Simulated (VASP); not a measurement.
Input of a VASP 6.6.1 run:

Contents of INCAR:

```
SYSTEM = Rb
PREC = Accurate
ENCUT = 520
EDIFF = 1E-7
ISMEAR = 0
SIGMA = 0.15
LREAL = .FALSE.
LASPH = .TRUE.
NELM = 100
ALGO = Fast
ISIF = 2
LWAVE = .FALSE.
LCHARG = .TRUE.
GGA = PE
IVDW = 12
LELF = .TRUE.
LVHAR = .TRUE.
NBANDS = 10
```

File KPOINTS:

```
regular mesh
0
G
  12 12 12
  0 0 0
```

The input POSCAR:

```
Rb
1.0
    0.0000000000      3.6398846700      3.4942892832
    3.6398846700      0.0000000000      3.4942892832
    3.6398846700      3.6398846700      0.0000000000
Rb
1
Direct
    0.0000000000      0.0000000000      0.0000000000
```

Potentials or basis: VASP PAW PBE potentials, release 64 (Rb_sv).

Launch:

```console
$ cat potpaw_PBE.64/Rb_sv/POTCAR > POTCAR
$ mpirun -np 1 vasp_std > vasp.out
```

What does it give for the band gap on the k mesh?

Zero (an odd number of electrons rules out a gap without spin polarisation).

What does it give for the pressure?

-0.2 GPa.

Estimate the dispersion energy per atom.

-0.100 eV.

Caveat: the cell differs from its parent crystal (strain +0.000 along x and y, -0.040 along z).
